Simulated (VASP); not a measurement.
# I (P4/mmm) in VASP: further runs, part 3 of 3

VASP 6.6.1. The steps go on from the part before.

## (6) Single point, PBE

This run uses another cell than the first one, of 40.32 Å³/atom, 0.750 times its volume.

INCAR

```
SYSTEM = I
ALGO = Normal
EDIFF = 1E-6
ENCUT = 520
GGA = PE
ISIF = 2
ISMEAR = 0
LASPH = .True.
LCHARG = .True.
LELF = .True.
LREAL = .False.
LVHAR = .True.
LWAVE = .False.
NBANDS = 10
NELM = 60
PREC = Accurate
SIGMA = 0.1
```

KPOINTS

```
k-points
0
Gamma
  6 6 4
  0 0 0
```

POSCAR

```
I
1.0
    2.5454284300      0.0000000000      0.0000000000
    0.0000000000      2.5454284300      0.0000000000
    0.0000000000      0.0000000000      6.2232268100
I
1
Direct
    0.5000000000      0.5000000000      0.0000000000
```

Potentials or basis: VASP PAW PBE potentials, release 64 (I).

The run is started by

```bash
$ cat potpaw_PBE.64/I/POTCAR > POTCAR
$ mpirun -np 1 vasp_std > vasp.out
```

OUTCAR:

```text
SYSTEM = I
   EDIFF = 1E-6
   ENCUT = 520
   GGA = PE
   ISIF = 2
   ISMEAR = 0
   LASPH = .True.
   LREAL = .False.
   NELM = 60
   PREC = Accurate

 ion  position               nearest neighbor table
   1  0.500  0.500  0.000-

  LATTYP: Found a simple tetragonal cell.
 ALAT       =     2.5454284300
 C/A-ratio  =     2.4448641874

  Lattice vectors:

 A1 = (   2.5454284300,   0.0000000000,   0.0000000000)
 A2 = (   0.0000000000,   2.5454284300,   0.0000000000)
 A3 = (   0.0000000000,   0.0000000000,   6.2232268100)

Analysis of symmetry for initial positions (statically):
=====================================================================
 Subroutine PRICEL returns:
 Original cell was already a primitive cell.

 Routine SETGRP: Setting up the symmetry group for a
 simple tetragonal supercell.

 Subroutine GETGRP returns: Found 16 space group operations
 (whereof 16 operations were pure point group operations)
 out of a pool of 16 trial point group operations.

The static configuration has the point symmetry D_4h.

Analysis of symmetry for dynamics (positions and initial velocities):
=====================================================================
[... 158 lines left out ...]

 val. band max:        6.3742553155   @ k =   0.3333   0.1667   0.5000
 cond. band min:       6.7355203661   @ k =   0.0000   0.0000   0.2500
 fundamental gap:      0.3612650506
 Fermi energy:         6.3888511584

 k-point     1 :       0.0000    0.0000    0.0000
  band No.  band energies     occupation
      1     -13.9722      2.00000
      2      -2.1057      2.00000
      3       6.1468      1.99938
      4       8.7485      0.00000
      5       8.7485      0.00000
      6      12.5625      0.00000
      7      13.5172      0.00000
      8      14.2064      0.00000
      9      17.7306      0.00000
     10      20.0348      0.00000
[... 287 lines left out ...]
 k-point    24 :       0.5000    0.0000    0.5000
  band No.  band energies     occupation
      1      -9.3677      2.00000
      2      -5.6004      2.00000
      3       1.5764      2.00000
      4       7.5031      0.00000
      5      12.7648      0.00000
      6      13.2340      0.00000
      7      13.9032      0.00000
      8      13.9308      0.00000
      9      15.2260      0.00000
     10      17.4102      0.00000

 [... further k-points ...]
[... 5 lines left out ...]
  --------------------------------------------------------------------------------------
  -------------------------------------------------------------------------------------
  Total       17.9878430     17.9878430     -0.0236018      0.0000000      0.0000000     -0.0000000
  in kB      714.7468666    714.7468666     -0.9378162      0.0000000      0.0000000     -0.0000000
  external PRESSURE =     476.1853057 kB  Pullay stress =       0.0000000 kB

 VOLUME and BASIS-vectors are now :
 -----------------------------------------------------------------------------
  energy-cutoff  :      520.00
  volume of cell :       40.32
      direct lattice vectors                 reciprocal lattice vectors
     2.545428430  0.000000000  0.000000000     0.392861173  0.000000000  0.000000000
     0.000000000  2.545428430  0.000000000     0.000000000  0.392861173  0.000000000
     0.000000000  0.000000000  6.223226810     0.000000000  0.000000000  0.160688342

 POSITION                                       TOTAL-FORCE (eV/Angst)
 -----------------------------------------------------------------------------------
      1.27271      1.27271      0.00000         0.000000      0.000000      0.000000
 -----------------------------------------------------------------------------------
    total drift:                                0.000000      0.000000     -0.000000

  FREE ENERGIE OF THE ION-ELECTRON SYSTEM (eV)
  ---------------------------------------------------
  free  energy   TOTEN  =         2.0161088418 eV

  energy  without entropy=        2.0282966389  energy(sigma->0) =        2.02220274
```

It took 5.8 s on 1 thread of Intel Xeon Platinum 8488C (Sapphire Rapids), shared host; peak memory 0.15 GiB.

Results:

- Free energy: 2.0161 eV
- Pressure: 47.6 GPa

Stress tensor (GPa, compression positive):
```
71.47  0.00  0.00
 0.00 71.47  0.00
 0.00  0.00 -0.09
```

Levels at points of the mesh, in eV from the Fermi level:
| k point | band 1 | band 2 | band 3 | band 4 | band 5 | band 6 |
| --- | --- | --- | --- | --- | --- | --- |
| (0.00, 0.00, 0.00) | -20.36 | -8.49 | -0.24 | 2.36 | 2.36 | 6.17 |
| (0.50, 0.00, 0.00) | -15.76 | -11.99 | -4.77 | 1.36 | 5.08 | 5.59 |
| (0.50, 0.50, 0.00) | -10.32 | -8.79 | -8.79 | -1.03 | -0.66 | 5.59 |
| (0.00, 0.00, 0.50) | -20.36 | -8.57 | 1.91 | 2.08 | 2.36 | 2.36 |
| (0.50, 0.00, 0.50) | -15.76 | -11.99 | -4.81 | 1.11 | 6.38 | 6.85 |
| (0.50, 0.50, 0.50) | -10.32 | -8.79 | -8.79 | -1.06 | -0.65 | 5.43 |

Caveat: the k points lie up to 0.41 Å⁻¹ apart; spin-orbit coupling is left out, which moves the levels of the heavy elements; an odd number of electrons without spin polarisation forces a metal; a magnetic or distorted state may lie lower.

## (7) Overview

| task | cell | k mesh | cutoff (eV) | gap on the mesh (eV) | pressure (GPa) | relaxed volume (Å³/atom) |
| --- | --- | --- | --- | --- | --- | --- |
| single point | a = 3.238, b = 3.238, c = 5.131 Å, 1 atom | 18 × 18 × 12 | 520 | none | 0.0 | - |
| relaxation of cell and atoms | relaxed from a = 3.238, b = 3.238, c = 5.131 Å, 1 atom | 18 × 18 × 12 | 600 | none | 0.0 | 53.75 |
| single point | a = 3.238, b = 3.238, c = 5.131 Å, 1 atom | 6 × 6 × 4 | 520 | none | 0.1 | - |
| relaxation of cell and atoms | relaxed from a = 2.545, b = 2.545, c = 6.223 Å, 1 atom | 6 × 6 × 4 | 600 | none | 0.0 | 65.19 |
| single point | a = 2.545, b = 2.545, c = 6.223 Å, 1 atom | 6 × 6 × 4 | 520 | none | 47.6 | - |

Alike in all rows: level PBE; potentials or basis VASP PAW PBE potentials, release 64 (I); no spin polarisation; smearing gaussian 0.1 eV.

Caveats: some runs use coarse meshes; spin-orbit coupling is left out, which moves the levels of the heavy elements; an odd number of electrons without spin polarisation forces a metal; a magnetic or distorted state may lie lower; the volume moved by over 15 % at a fixed basis, so the end points are rough (some runs).

Total energies depend on the potentials used, so only differences within one code and one set of settings carry meaning.
